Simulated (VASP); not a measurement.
# Te2Mo in VASP: notebook, part 2 of 2

VASP 6.6.1.

### 3 Single point, LDA

This run uses another cell than the first one.

The input, INCAR:

```
PREC = Accurate ; ENCUT = 520
EDIFF = 1E-6 ; ISMEAR = -1
SIGMA = 0.05 ; LREAL = False
LASPH = True ; NELM = 80
ALGO = Normal ; ISIF = 2
LWAVE = False ; LCHARG = False
NBANDS = 64
```

The input, KPOINTS:

```
regular mesh
0
Gamma
  9 9 1
```

The input, POSCAR:

```
Te2Mo
1.0
    3.4714338191      0.0000000000      0.0000000000
   -1.7357169095      3.0063498749      0.0000000000
    0.0000000000      0.0000000000     36.9832727030
Te Mo
8 4
Direct
    0.3333333333      0.6666666667      0.3276793131
    0.3333333333      0.6666666667      0.9554342024
    0.6666666667      0.3333333333      0.1417317124
    0.6666666667      0.3333333333      0.7693860219
    0.6666666667      0.3333333333      0.0445657976
    0.6666666667      0.3333333333      0.6723206869
    0.3333333333      0.6666666667      0.2306139781
    0.3333333333      0.6666666667      0.8582682876
    0.6666666667      0.3333333333      0.2792254633
    0.6666666667      0.3333333333      0.9068510299
    0.3333333333      0.6666666667      0.0931489701
    0.3333333333      0.6666666667      0.7207745367
```

Potentials or basis: VASP PAW LDA potentials, release 64 (Te, Mo_sv).

Command:

```
> cat potpaw_LDA.64/Te/POTCAR potpaw_LDA.64/Mo_sv/POTCAR > POTCAR
> mpirun -np 1 vasp_std > vasp.out
```

OUTCAR:

```text
PREC = Accurate
   ENCUT = 520
   EDIFF = 1E-6
   ISMEAR = -1
   LREAL = False
   LASPH = True
   NELM = 80
   ISIF = 2

 ion  position               nearest neighbor table
   1  0.333  0.667  0.328-   9 2.69   9 2.69   9 2.69   7 3.59
   2  0.333  0.667  0.955-  10 2.69  10 2.69  10 2.69   8 3.59
   3  0.667  0.333  0.142-  11 2.69  11 2.69  11 2.69   5 3.59
   4  0.667  0.333  0.769-  12 2.69  12 2.69  12 2.69   6 3.59
   5  0.667  0.333  0.045-  11 2.69  11 2.69  11 2.69   3 3.59
   6  0.667  0.333  0.672-  12 2.69  12 2.69  12 2.69   4 3.59
   7  0.333  0.667  0.231-   9 2.69   9 2.69   9 2.69   1 3.59
   8  0.333  0.667  0.858-  10 2.69  10 2.69  10 2.69   2 3.59
   9  0.667  0.333  0.279-   1 2.69   1 2.69   1 2.69   7 2.69   7 2.69   7 2.69
  10  0.667  0.333  0.907-   8 2.69   8 2.69   8 2.69   2 2.69   2 2.69   2 2.69
  11  0.333  0.667  0.093-   3 2.69   3 2.69   3 2.69   5 2.69   5 2.69   5 2.69
  12  0.333  0.667  0.721-   6 2.69   6 2.69   6 2.69   4 2.69   4 2.69   4 2.69

  LATTYP: Found a hexagonal cell.
 ALAT       =     3.4714338191
 C/A-ratio  =    10.6536015463

  Lattice vectors:

 A1 = (   3.4714338191,   0.0000000000,   0.0000000000)
 A2 = (  -1.7357169095,   3.0063498749,   0.0000000000)
 A3 = (   0.0000000000,   0.0000000000,  36.9832727030)

Analysis of symmetry for initial positions (statically):
=====================================================================
 Subroutine PRICEL returns:
 Original cell was already a primitive cell.

 Routine SETGRP: Setting up the symmetry group for a
 hexagonal supercell.

 Subroutine GETGRP returns: Found 12 space group operations
 (whereof 12 operations were pure point group operations)
 out of a pool of 24 trial point group operations.

The static configuration has the point symmetry D_3d.

Analysis of symmetry for dynamics (positions and initial velocities):
=====================================================================
 Subroutine PRICEL returns:
 Original cell was already a primitive cell.

[... 145 lines left out ...]
 non-spin polarized calculation
  energy-cutoff  :      520.00
  volume of cell :      385.97
 maximum number of plane-waves:     10505
 NGX is ok and might be reduce to    28
   NGX = 13   NGY = 13   NGZ =137

 number of electron     103.9999998 magnetization

 Free energy of the ion-electron system (eV)
  ---------------------------------------------------
  ext. energy  EPLUGINS =         0.00000000
  ---------------------------------------------------
  free energy    TOTEN  =       -82.36986460 eV

  energy without entropy =      -82.36981368  energy(sigma->0) =      -82.36983914

 E-fermi :   5.4996     XC(G=0):  -8.4029

 val. band max:        5.1133950174   @ k =   0.0000   0.0000   0.0000
 cond. band min:       5.9108597584   @ k =   0.2222   0.2222   0.0000
 fundamental gap:      0.7974647410
 Fermi energy:         5.4996366646

 k-point     1 :       0.0000    0.0000    0.0000
  band No.  band energies     occupation
      1     -55.3192      2.00000
      2     -55.3192      2.00000
      3     -55.3143      2.00000
      4     -55.3143      2.00000
      5     -29.7092      2.00000
      6     -29.7092      2.00000
[... 793 lines left out ...]
     63       7.6103      0.00000
     64       7.6103      0.00000

------------------------ aborting loop because EDIFF is reached ----------------------------------------

  FORCE on cell =-STRESS in cart. coord.  units (eV):
  Direction    XX          YY          ZZ          XY          YZ          ZX
  --------------------------------------------------------------------------------------
  -------------------------------------------------------------------------------------
  Total        0.4070325      0.4070325      0.7256300      0.0000000      0.0000000     -0.0000000
  in kB        1.6896080      1.6896080      3.0121187      0.0000000      0.0000000     -0.0000000
  external PRESSURE =       2.1304449 kB  Pullay stress =       0.0000000 kB

 VOLUME and BASIS-vectors are now :
 -----------------------------------------------------------------------------
  energy-cutoff  :      520.00
  volume of cell :      385.97
      direct lattice vectors                 reciprocal lattice vectors
     3.471433819  0.000000000  0.000000000     0.288065408  0.166314641  0.000000000
    -1.735716910  3.006349875  0.000000000     0.000000000  0.332629282  0.000000000
     0.000000000  0.000000000 36.983272703     0.000000000  0.000000000  0.027039251

 POSITION                                       TOTAL-FORCE (eV/Angst)
 -----------------------------------------------------------------------------------
     -0.00000      2.00423     12.11865         0.000000     -0.000000      0.056640
     -0.00000      2.00423     35.33508         0.000000      0.000000      0.057137
      1.73572      1.00212      5.24170         0.000000     -0.000000      0.055925
      1.73572      1.00212     28.45441         0.000000      0.000000      0.057574
      1.73572      1.00212      1.64819         0.000000      0.000000     -0.057137
      1.73572      1.00212     24.86462         0.000000      0.000000     -0.056640
     -0.00000      2.00423      8.52886         0.000000     -0.000000     -0.057574
     -0.00000      2.00423     31.74157         0.000000      0.000000     -0.055925
      1.73572      1.00212     10.32667        -0.000000      0.000000     -0.001157
      1.73572      1.00212     33.53832         0.000000     -0.000000      0.000085
     -0.00000      2.00423      3.44495        -0.000000      0.000000     -0.000085
     -0.00000      2.00423     26.65660         0.000000     -0.000000      0.001157
 -----------------------------------------------------------------------------------
    total drift:                                0.000000     -0.000000     -0.000000

  FREE ENERGIE OF THE ION-ELECTRON SYSTEM (eV)
  ---------------------------------------------------
  free  energy   TOTEN  =       -82.3698645951 eV

  energy  without entropy=      -82.3698136802  energy(sigma->0) =      -82.36983914
```

OSZICAR:

```text
N       E                     dE             d eps       ncg     rms          rms(c)
DAV:   1     0.863410081961E+03    0.86341E+03   -0.52683E+04  1856   0.141E+03
DAV:   2    -0.216074575155E+02   -0.88502E+03   -0.85878E+03  1872   0.339E+02
DAV:   3    -0.823122253673E+02   -0.60705E+02   -0.58978E+02  1944   0.734E+01
[... 17 lines left out ...]
DAV:  21    -0.823698158254E+02   -0.42758E-04   -0.27176E-06  1288   0.567E-03    0.125E-02
DAV:  22    -0.823698432028E+02   -0.27377E-04   -0.31606E-06  1312   0.569E-03    0.339E-03
DAV:  23    -0.823698535747E+02   -0.10372E-04   -0.49643E-07  1064   0.229E-03    0.442E-03
DAV:  24    -0.823698625333E+02   -0.89587E-05   -0.58965E-07  1080   0.186E-03    0.460E-03
DAV:  25    -0.823698642082E+02   -0.16749E-05   -0.10981E-07  1000   0.103E-03    0.309E-03
DAV:  26    -0.823698645951E+02   -0.38687E-06   -0.37970E-08   920   0.696E-04
   1 F= -.82369865E+02 E0= -.82369839E+02  d E =-.509149E-04
```

It took 11 min on 1 thread of Intel Xeon Platinum 8375C at 2.90GHz (Ice Lake), shared host; peak memory 0.5 GiB.

Results:

| Property | Result |
| --- | --- |
| Free energy | -82.3699 eV |
| Largest force | 0.058 eV/Å |
| Band gap on the k mesh | 0.80 eV (least direct gap 1.14 eV) |

Forces on the atoms (eV/Å):
```
Te   0.000  0.000  0.057
Te   0.000  0.000  0.057
Te   0.000  0.000  0.056
Te   0.000  0.000  0.058
Te   0.000  0.000 -0.057
Te   0.000  0.000 -0.057
Te   0.000  0.000 -0.058
Te   0.000  0.000 -0.056
Mo   0.000  0.000 -0.001
Mo   0.000  0.000  0.000
Mo   0.000  0.000  0.000
Mo   0.000  0.000  0.001
```

Levels at points of the mesh, in eV from the valence-band top:
| k point | band 50 | band 51 | band 52 | band 53 | band 54 | band 55 |
| --- | --- | --- | --- | --- | --- | --- |
| (0.00, 0.00, 0.00) | -0.16 | -0.05 | 0.00 | 3.04 | 3.04 | 3.07 |

Caveat: spin-orbit coupling is left out, which moves the levels of the heavy elements.

### 4 Single point, r2SCAN

The input, POSCAR:

```
Te2Mo
1.0
    3.5613831954      0.0000000000      0.0000000000
   -1.7806915977      3.0842483198      0.0000000000
    0.0000000000      0.0000000000     38.9902681400
Te Mo
8 4
Direct
    0.3333333333      0.6666666667      0.3282231700
    0.3333333333      0.6666666667      0.9518180900
    0.6666666667      0.3333333333      0.1400809200
    0.6666666667      0.3333333333      0.7636306700
    0.6666666667      0.3333333333      0.0481819100
    0.6666666667      0.3333333333      0.6717768300
    0.3333333333      0.6666666667      0.2363693300
    0.3333333333      0.6666666667      0.8599190800
    0.6666666667      0.3333333333      0.2823380000
    0.6666666667      0.3333333333      0.9058588400
    0.3333333333      0.6666666667      0.0941411600
    0.3333333333      0.6666666667      0.7176620000
```

The input, INCAR.step1:

```
SYSTEM = Te2Mo
  PREC = Accurate
  ENCUT = 520
  ISMEAR = -1
  SIGMA = 0.05
  LREAL = .FALSE.
  LASPH = .TRUE.
  NELM = 100
  NBANDS = 64
  GGA = PE
  ALGO = Normal
  EDIFF = 1E-4
  LWAVE = .TRUE.
  LCHARG = .FALSE.
```

The input, INCAR.step2:

```
SYSTEM = Te2Mo
  PREC = Accurate
  ENCUT = 520
  EDIFF = 1E-7
  ISMEAR = -1
  SIGMA = 0.05
  LREAL = .FALSE.
  LASPH = .TRUE.
  NELM = 100
  ALGO = Normal
  ISIF = 2
  LWAVE = .FALSE.
  LCHARG = .FALSE.
  METAGGA = R2SCAN
  LMIXTAU = .TRUE.
  NBANDS = 64
  ISTART = 1
```

The input, KPOINTS:

```
Automatic mesh
0
G
  9 9 1
  0 0 0
```

Potentials or basis: VASP PAW PBE potentials, release 64 (Te, Mo_sv).

Command:

```
> cat potpaw_PBE.64/Te/POTCAR potpaw_PBE.64/Mo_sv/POTCAR > POTCAR
> cp INCAR.step1 INCAR
> mpirun -np 1 vasp_std > vasp.out
> cp INCAR.step2 INCAR
> mpirun -np 1 vasp_std > vasp.out
```

Wall time 42 min (1 thread of Intel Xeon Platinum 8488C (Sapphire Rapids), shared host); peak memory 0.7 GiB.

It converged, with:

```yaml
Free_energy: -311.2699 eV
Largest_force: 0.018 eV/Å
Band_gap_on_the_k_mesh: 1.08 eV
```

Forces in eV/Å, atoms in the order of the input:
```
Te   0.000  0.000  0.018
Te   0.000  0.000 -0.001
Te   0.000  0.000  0.008
Te   0.000  0.000  0.001
Te   0.000  0.000  0.001
Te   0.000  0.000 -0.018
Te   0.000  0.000 -0.001
Te   0.000  0.000 -0.008
Mo   0.000  0.000 -0.010
Mo   0.000  0.000  0.008
Mo   0.000  0.000 -0.008
Mo   0.000  0.000  0.010
```

Levels at points of the mesh, in eV from the valence-band top:
```csv
k point,band 50,band 51,band 52,band 53,band 54,band 55
"(0.00, 0.00, 0.00)",-0.30,-0.10,-0.01,3.08,3.08,3.10
```

Caveat: the PAW data sets were made with another functional, which shifts forces and pressure a little; spin-orbit coupling is left out, which moves the levels of the heavy elements.

### 5 Single point, BLYP

The input, INCAR:

```
AGGAC = 1.0
AGGAX = 1.0
ALDAC = 0.0
ALDAX = 1.0
ALGO = Normal
EDIFF = 1E-6
ENCUT = 500
GGA = B5
GGA_COMPAT = F
ISIF = 2
ISMEAR = -1
LASPH = T
LCHARG = F
LREAL = F
LWAVE = F
NBANDS = 64
NELM = 120
PREC = Accurate
SIGMA = 0.05
```

The input, KPOINTS:

```
k-points
0
Gamma
  9 9 1
```

POSCAR is that of step 4.

Command:

```
> cat potpaw_PBE.64/Te/POTCAR potpaw_PBE.64/Mo_sv/POTCAR > POTCAR
> mpirun -np 1 vasp_std > vasp.out
```

It took 9.6 min on 1 thread of Intel Xeon 6975P-C (Granite Rapids), shared host; peak memory 0.64 GiB.

It converged, with:

* Free energy: -60.7974 eV
* Largest force: 0.760 eV/Å
* Band gap on the k mesh: 0.97 eV (least direct gap 1.00 eV)

Forces on the atoms (eV/Å):
```
Te   0.000  0.000  0.760
Te   0.000  0.000  0.606
Te   0.000  0.000  0.614
Te   0.000  0.000  0.605
Te   0.000  0.000 -0.606
Te   0.000  0.000 -0.760
Te   0.000  0.000 -0.605
Te   0.000  0.000 -0.614
Mo   0.000  0.000 -0.011
Mo   0.000  0.000  0.008
Mo   0.000  0.000 -0.008
Mo   0.000  0.000  0.011
```

Levels at points of the mesh, in eV from the valence-band top:
```tsv
k point	band 50	band 51	band 52	band 53	band 54	band 55
(0.00, 0.00, 0.00)	-0.26	-0.09	0.00	2.91	2.91	2.93
```

Caveat: the PAW data sets were made with another functional, which shifts forces and pressure a little; spin-orbit coupling is left out, which moves the levels of the heavy elements.

### 6 Single point, revPBE

This run uses another cell than the first one.

The input, INCAR:

```
SYSTEM = Te2Mo
PREC = Accurate
ENCUT = 500
EDIFF = 1E-6
ISMEAR = -1
SIGMA = 0.05
LREAL = .FALSE.
LASPH = .TRUE.
NELM = 120
ALGO = Normal
ISIF = 2
LWAVE = .FALSE.
LCHARG = .FALSE.
GGA = RE
NBANDS = 64
GGA_COMPAT = .FALSE.
```

The input, KPOINTS:

```
Automatic mesh
0
G
  9 9 1
  0 0 0
```

The input, POSCAR:

```
Te2Mo
1.0
    3.5812840127      0.0000000000      0.0000000000
   -1.7906420063      3.1014829331      0.0000000000
    0.0000000000      0.0000000000     42.7596919399
Te Mo
8 4
Direct
    0.3333333333      0.6666666667      0.3730353483
    0.3333333333      0.6666666667      0.9331206097
    0.6666666667      0.3333333333      0.1514355915
    0.6666666667      0.3333333333      0.7115349948
    0.6666666667      0.3333333333      0.0668793903
    0.6666666667      0.3333333333      0.6269646517
    0.3333333333      0.6666666667      0.2884650052
    0.3333333333      0.6666666667      0.8485644085
    0.6666666667      0.3333333333      0.3307484117
    0.6666666667      0.3333333333      0.8908420573
    0.3333333333      0.6666666667      0.1091579427
    0.3333333333      0.6666666667      0.6692515883
```

Potentials or basis: VASP PAW PBE potentials, release 64 (Te, Mo_sv).

Command:

```
> cat potpaw_PBE.64/Te/POTCAR potpaw_PBE.64/Mo_sv/POTCAR > POTCAR
> mpirun -np 1 vasp_std > vasp.out
```

It took 7 min on 1 thread of Intel Xeon 6975P-C (Granite Rapids), shared host; peak memory 0.7 GiB.

The run converged. Its results:

| Property | Result |
| --- | --- |
| Free energy | -68.0535 eV |
| Largest force | 0.005 eV/Å |
| Band gap on the k mesh | 1.03 eV |

Forces on the atoms (eV/Å):
```
Te   0.000  0.000  0.004
Te   0.000  0.000  0.003
Te   0.000  0.000  0.005
Te   0.000  0.000  0.001
Te   0.000  0.000 -0.003
Te   0.000  0.000 -0.004
Te   0.000  0.000 -0.001
Te   0.000  0.000 -0.005
Mo   0.000  0.000  0.003
Mo   0.000  0.000  0.000
Mo   0.000  0.000  0.000
Mo   0.000  0.000 -0.003
```

Levels at points of the mesh, in eV from the valence-band top:
| k point | band 50 | band 51 | band 52 | band 53 | band 54 | band 55 |
| --- | --- | --- | --- | --- | --- | --- |
| (0.00, 0.00, 0.00) | -0.41 | -0.38 | -0.34 | 2.95 | 2.95 | 2.95 |

Caveat: the PAW data sets were made with another functional, which shifts forces and pressure a little; spin-orbit coupling is left out, which moves the levels of the heavy elements.

### 7 The runs side by side

```tsv
level	potentials or basis	cell	cutoff (eV)	smearing	gap on the mesh (eV)	largest force (eV/Å)
PBE	VASP PAW PBE potentials, release 64 (Te, Mo_sv)	a = 3.561, b = 3.561, c = 38.990 Å, angles 90.0, 90.0, 120.0°, 12 atoms, atomic positions A	520	gaussian 0.011 eV	0.99	0.23
LDA	VASP PAW LDA potentials, release 64 (Te, Mo_sv)	a = 3.471, b = 3.471, c = 36.983 Å, angles 90.0, 90.0, 120.0°, 12 atoms, atomic positions B	520	fermi-dirac 0.05 eV	0.80	0.06
r2SCAN	VASP PAW PBE potentials, release 64 (Te, Mo_sv)	a = 3.561, b = 3.561, c = 38.990 Å, angles 90.0, 90.0, 120.0°, 12 atoms, atomic positions A	520	fermi-dirac 0.05 eV	1.08	0.02
BLYP	VASP PAW PBE potentials, release 64 (Te, Mo_sv)	a = 3.561, b = 3.561, c = 38.990 Å, angles 90.0, 90.0, 120.0°, 12 atoms, atomic positions A	500	fermi-dirac 0.05 eV	0.97	0.76
revPBE	VASP PAW PBE potentials, release 64 (Te, Mo_sv)	a = 3.581, b = 3.581, c = 42.760 Å, angles 90.0, 90.0, 120.0°, 12 atoms, atomic positions C	500	fermi-dirac 0.05 eV	1.03	0.01
```

Alike in all rows: task single point; no spin polarisation; k mesh 9 × 9 × 1.

Caveats: spin-orbit coupling is left out, which moves the levels of the heavy elements; the PAW data sets were made with another functional, which shifts forces and pressure a little (at least some runs).

Total energies depend on the potentials used, so only differences within one code and one set of settings carry meaning.
